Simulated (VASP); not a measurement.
A run of VASP 6.6.1 is set up as follows.

Contents of INCAR:

```
SYSTEM = SiNi3
PREC = Accurate ; ENCUT = 520
EDIFF = 1E-6 ; ISMEAR = 0
SIGMA = 0.023 ; LREAL = .FALSE.
LASPH = .TRUE. ; NELM = 150
ALGO = Normal ; ISIF = 2
LWAVE = .FALSE. ; LCHARG = .TRUE.
ISPIN = 2 ; MAGMOM = 1 1 1 0
LORBIT = 11 ; LMAXMIX = 4
GGA = PE ; LELF = .TRUE.
LVHAR = .TRUE. ; NBANDS = 29
```

KPOINTS

```
Automatic mesh
0
G
  8 8 8
  0 0 0
```

The input POSCAR:

```
SiNi3
1.0
    3.5420000000      0.0000000000      0.0000000000
    0.0000000000      3.5420000000      0.0000000000
    0.0000000000      0.0000000000      3.5420000000
Ni Si
3 1
Direct
    0.5000000000      0.5000000000      0.0000000000
    0.5000000000      0.0000000000      0.5000000000
    0.0000000000      0.5000000000      0.5000000000
    0.0000000000      0.0000000000      0.0000000000
```

Potentials or basis: VASP PAW PBE potentials, release 64 (Ni, Si).

Run with:

```sh
$ cat potpaw_PBE.64/Ni/POTCAR potpaw_PBE.64/Si/POTCAR > POTCAR
$ mpirun -np 1 vasp_std > vasp.out
```

Question: What does it give for the band gap on the k mesh?

Answer: Zero (filled and empty bands overlap).

Question: What does it give for the pressure?

Answer: -6.0 GPa.

Question: Estimate the net moment.

Answer: 0.00 μB per cell.
